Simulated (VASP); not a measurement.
# PbF2 (Fm-3m) in VASP: a series of runs

Aim: see how the results for PbF2 move with the level of theory and the settings. Levels: PBE, LDA. Tasks: single point.

Program: VASP 6.6.1. These are calculated values, not measurements. Logs are shortened: lines on timing, memory, paths and dates and some standing lists are left out, and cuts for length are marked.

### Step 1. The cell of the first run

The structure is cubic, space group Fm-3m (No. 225). Conventional cell: a = 5.916 Å, b = 5.916 Å, c = 5.916 Å, α = 90.00°, β = 90.00°, γ = 90.00°. Pb (site symmetry m-3m) has 8 F at 2.56 Å within 3.4 Å. F (site symmetry -43m) has 4 Pb at 2.56 Å and 6 F at 2.96 Å within 3.4 Å.

### Step 2. Single point, PBE

Input file INCAR:

```
PREC = Accurate
ENCUT = 600
EDIFF = 1E-6
ISMEAR = 0
SIGMA = 0.01
LREAL = False
LASPH = True
NELM = 120
ALGO = Normal
ISIF = 2
LWAVE = False
LCHARG = False
GGA = PE
NBANDS = 21
GGA_COMPAT = False
```

Input file KPOINTS:

```
Automatic mesh
0
Gamma
  4 4 4
```

Input file POSCAR:

```
PbF2
1.0
    0.0000000000      2.9579484323      2.9579484323
    2.9579484323      0.0000000000      2.9579484323
    2.9579484323      2.9579484323      0.0000000000
Pb F
1 2
Direct
    0.0000000000      0.0000000000      0.0000000000
    0.7500000000      0.7500000000      0.7500000000
    0.2500000000      0.2500000000      0.2500000000
```

Potentials or basis: VASP PAW PBE potentials, release 64 (Pb_d, F).

Command:

```
$ cat potpaw_PBE.64/Pb_d/POTCAR potpaw_PBE.64/F/POTCAR > POTCAR
$ mpirun -np 1 vasp_std > vasp.out
```

OUTCAR:

```text
PREC = Accurate
   ENCUT = 600
   EDIFF = 1E-6
   ISMEAR = 0
   LREAL = False
   LASPH = True
   NELM = 120
   ISIF = 2
   GGA = PE

 ion  position               nearest neighbor table
   1  0.000  0.000  0.000-   2 2.56   3 2.56   2 2.56   2 2.56   3 2.56   2 2.56   3 2.56   3 2.56

   2  0.750  0.750  0.750-   1 2.56   1 2.56   1 2.56   1 2.56
   3  0.250  0.250  0.250-   1 2.56   1 2.56   1 2.56   1 2.56

  LATTYP: Found a face centered cubic cell.
 ALAT       =     5.9158968646

  Lattice vectors:

 A1 = (   0.0000000000,   2.9579484323,   2.9579484323)
 A2 = (   2.9579484323,   0.0000000000,   2.9579484323)
 A3 = (   2.9579484323,   2.9579484323,   0.0000000000)

Analysis of symmetry for initial positions (statically):
=====================================================================
 Subroutine PRICEL returns:
 Original cell was already a primitive cell.

 Routine SETGRP: Setting up the symmetry group for a
 face centered cubic supercell.

 Subroutine GETGRP returns: Found 48 space group operations
 (whereof 48 operations were pure point group operations)
 out of a pool of 48 trial point group operations.

The static configuration has the point symmetry O_h .

Analysis of symmetry for dynamics (positions and initial velocities):
=====================================================================
 Subroutine PRICEL returns:
 Original cell was already a primitive cell.

 Routine SETGRP: Setting up the symmetry group for a
 face centered cubic supercell.

 Subroutine GETGRP returns: Found 48 space group operations
 (whereof 48 operations were pure point group operations)
 out of a pool of 48 trial point group operations.

The dynamic configuration has the point symmetry O_h .

 Subroutine INISYM returns: Found 48 space group operations
 (whereof 48 operations are pure point group operations),
 and found     1 'primitive' translations

----------------------------------------------------------------------------------------

                                     Primitive cell

  volume of cell :      51.7609

  direct lattice vectors                    reciprocal lattice vectors
     0.000000000  2.957948432  2.957948432    -0.169036077  0.169036077  0.169036077
     2.957948432  0.000000000  2.957948432     0.169036077 -0.169036077  0.169036077
     2.957948432  2.957948432  0.000000000     0.169036077  0.169036077 -0.169036077

[... 65 lines left out ...]
   LASPH  =      T    aspherical Exc in radial PAW
   ENCUT  =  600.0 eV  44.10 Ry    6.64 a.u.   8.35  8.35  8.35*2*pi/ulx,y,z
   NELM   =    120;   NELMIN=  2; NELMDL= -5     # of ELM steps
   EDIFF  = 0.1E-05   stopping-criterion for ELM
   LREAL  =      F    real-space projection
   EDIFFG = 0.1E-04   stopping-criterion for IOM
   NSW    =      0    number of steps for IOM
   IBRION =     -1    ionic relax: 0-MD 1-quasi-New 2-CG
   NFREE  =      0    steps in history (QN), initial steepest desc. (CG)
   ISIF   =      2    stress and relaxation
   ISYM   =      2    0-nonsym 1-usesym 2-fastsym
   POTIM  = 0.5000    time-step for ionic-motion
   TEBEG  =    0.0;   TEEND  =   0.0 temperature during run
   PSTRESS=    0.0 pullay stress
   NELECT =      28.0000    total number of electrons
   NUPDOWN=      -1.0000    fix difference up-down
   EMIN   =  10.00;   EMAX   =-10.00  energy-range for DOS
   EFERMI =   0.00;   METHOD = LEGACY
   ISMEAR =     0;   SIGMA  =   0.01  broadening in eV -4-tet -1-fermi 0-gaus
   EFERMI_NEDOS =   21; number of points for ismear=-14 and -15
   IALGO  =     38    algorithm
   IMIX   =      4    mixing-type and parameters
     AMIX     =   0.40;   BMIX     =  1.00
     AMIX_MAG =   1.60;   BMIX_MAG =  1.00
  volume/ion in A,a.u.               =      17.25       116.43
  Fermi-wavevector in a.u.,A,eV,Ry     =   1.333911  2.520727 24.209105  1.779319
  Thomas-Fermi vector in A             =   2.462733
   LORBIT       =      0    0 simple, 1 ext, 2 COOP (PROOUT), +10 PAW based schemes
   GGA     = PE    functional components
   LHFCALC =     F    Hartree Fock is set to
   AEXX    =    0.0000 exact exchange contribution
   IVDW    =     0    specifies the selected vdW correction
   LEPSILON=     F    determine dielectric tensor
   LRPA    =     F    only Hartree local field effects (RPA)
 non-spin polarized calculation
 Gauss-broadening in eV      SIGMA  =   0.01
  energy-cutoff  :      600.00
  volume of cell :       51.76
 maximum number of plane-waves:      1759
 NGX is ok and might be reduce to    36
   NGX = 17   NGY = 17   NGZ = 17

 number of electron      28.0000009 magnetization

 Free energy of the ion-electron system (eV)
  ---------------------------------------------------
  ext. energy  EPLUGINS =         0.00000000
  ---------------------------------------------------
  free energy    TOTEN  =       -14.33180540 eV

  energy without entropy =      -14.33180540  energy(sigma->0) =      -14.33180540

 E-fermi :   2.0385     XC(G=0):  -9.4350

 val. band max:        1.9597753872   @ k =  -0.2500   0.5000   0.2500
 cond. band min:       6.3757036889   @ k =   0.5000   0.5000   0.0000
 fundamental gap:      4.4159283016
 Fermi energy:         2.0384998065

 k-point     1 :       0.0000    0.0000    0.0000
  band No.  band energies     occupation
      1     -19.1858      2.00000
      2     -18.5564      2.00000
      3     -12.4841      2.00000
      4     -12.4841      2.00000
      5     -12.4841      2.00000
      6     -12.4250      2.00000
[... 181 lines left out ...]
     20      18.1604      0.00000
     21      18.1604      0.00000

------------------------ aborting loop because EDIFF is reached ----------------------------------------

  FORCE on cell =-STRESS in cart. coord.  units (eV):
  Direction    XX          YY          ZZ          XY          YZ          ZX
  --------------------------------------------------------------------------------------
  -------------------------------------------------------------------------------------
  Total        0.9371504      0.9371504      0.9371504      0.0000000      0.0000000      0.0000000
  in kB       29.0080193     29.0080193     29.0080193      0.0000000      0.0000000      0.0000000
  external PRESSURE =      29.0080193 kB  Pullay stress =       0.0000000 kB

 VOLUME and BASIS-vectors are now :
 -----------------------------------------------------------------------------
  energy-cutoff  :      600.00
  volume of cell :       51.76
      direct lattice vectors                 reciprocal lattice vectors
     0.000000000  2.957948432  2.957948432    -0.169036077  0.169036077  0.169036077
     2.957948432  0.000000000  2.957948432     0.169036077 -0.169036077  0.169036077
     2.957948432  2.957948432  0.000000000     0.169036077  0.169036077 -0.169036077

 POSITION                                       TOTAL-FORCE (eV/Angst)
 -----------------------------------------------------------------------------------
      0.00000      0.00000      0.00000         0.000000     -0.000000      0.000000
      4.43692      4.43692      4.43692        -0.000000     -0.000000     -0.000000
      1.47897      1.47897      1.47897         0.000000      0.000000     -0.000000
 -----------------------------------------------------------------------------------
    total drift:                                0.000000      0.000000      0.000000

  FREE ENERGIE OF THE ION-ELECTRON SYSTEM (eV)
  ---------------------------------------------------
  free  energy   TOTEN  =       -14.3318054048 eV

  energy  without entropy=      -14.3318054048  energy(sigma->0) =      -14.33180540
```

OSZICAR:

```text
N       E                     dE             d eps       ncg     rms          rms(c)
DAV:   1     0.322088808581E+03    0.32209E+03   -0.16031E+04   336   0.169E+03
DAV:   2     0.171367636841E+02   -0.30495E+03   -0.28535E+03   354   0.465E+02
DAV:   3    -0.150721379243E+02   -0.32209E+02   -0.31757E+02   396   0.151E+02
DAV:   4    -0.162183468173E+02   -0.11462E+01   -0.11446E+01   386   0.273E+01
DAV:   5    -0.162525130535E+02   -0.34166E-01   -0.34164E-01   413   0.546E+00    0.799E+00
DAV:   6    -0.143379579829E+02    0.19146E+01   -0.85927E+00   466   0.233E+01    0.265E+00
DAV:   7    -0.143366283549E+02    0.13296E-02   -0.45107E-01   346   0.408E+00    0.156E+00
DAV:   8    -0.143340422208E+02    0.25861E-02   -0.10134E-01   361   0.355E+00    0.549E-01
DAV:   9    -0.143306530519E+02    0.33892E-02   -0.18821E-02   437   0.105E+00    0.104E-01
DAV:  10    -0.143318074063E+02   -0.11544E-02   -0.14871E-03   336   0.322E-01    0.330E-02
DAV:  11    -0.143317956877E+02    0.11719E-04   -0.11479E-04   397   0.919E-02    0.926E-03
DAV:  12    -0.143318065522E+02   -0.10865E-04   -0.23712E-05   341   0.374E-02    0.820E-03
DAV:  13    -0.143318053666E+02    0.11856E-05   -0.70413E-06   401   0.250E-02    0.688E-04
DAV:  14    -0.143318054048E+02   -0.38234E-07   -0.43157E-07   228   0.518E-03
   1 F= -.14331805E+02 E0= -.14331805E+02  d E =-.642462E-30
```

stdout:

```text
POSCAR found type information on POSCAR PbF
 POSCAR found :  2 types and       3 ions
 scaLAPACK will be used
 LDA part: xc-table for (Slater+PW92), standard interpolation
 POSCAR, INCAR and KPOINTS ok, starting setup
 FFT: planning ... GRIDC
 FFT: planning ... GRID_SOFT
 FFT: planning ... GRID
 WAVECAR not read
 entering main loop
```

It took 14 s on 1 thread of AMD EPYC 9R45 (Zen 5), shared host; peak memory 0.17 GiB.

Results:

```yaml
Free_energy: -14.3318 eV
Pressure: 2.9 GPa
Band_gap_on_the_k_mesh: 4.42 eV, indirect (least direct gap 4.56 eV)
```

Levels at points of the mesh, in eV from the valence-band top:
```
           k point  band 11  band 12  band 13  band 14  band 15  band 16  band 17  band 18
(0.00, 0.00, 0.00)    -2.51    -2.02    -2.02    -2.02     6.78     6.78     6.78    10.66
(0.50, 0.00, 0.00)    -2.72    -2.18    -2.18    -0.04     5.03     7.69     7.69    13.23
(0.50, 0.50, 0.00)    -1.59    -1.59    -1.59    -0.15     4.42     7.92     7.92     8.95
```

Caveat: the k points lie up to 0.46 Å⁻¹ apart; spin-orbit coupling is left out, which moves the levels of the heavy elements. As with any semilocal functional, this PBE gap is likely too small.

(Continued in part 2 of 2.)
